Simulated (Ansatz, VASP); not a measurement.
**Two plane-wave programs on Ta**

```
Ta
1.0
    -1.66041    1.66041    1.66041
     1.66041   -1.66041    1.66041
     1.66041    1.66041   -1.66041
Ta
1
Direct
  0.00000 0.00000 0.00000
```

Change from the starting cell: volume scaled by 1, PAW files.

Alike in both runs: task single point; functional PBE; k mesh 16 × 16 × 16; occupations fermi-dirac, width 0.05 eV; no spin polarisation.

```csv
,VASP,Ansatz
version,VASP 6.6.1,Ansatz 0.2.0
potentials or method,"VASP PAW PBE potentials, release 64 (Ta_pv)","PAW with Ansatz's default frozen-core files, scalar-relativistic"
plane-wave cutoff (eV),520,420
valence electrons in the cell,11,13
```

|  | VASP | Ansatz | Ansatz less VASP |
| --- | --- | --- | --- |
| pressure (GPa) | 0.1 | 0.0 | -0.09 |

VASP's potentials hold 11 valence electrons a cell and Ansatz's 13, so a difference there can come from the potentials and not from the codes.

Spin-orbit coupling is off throughout.
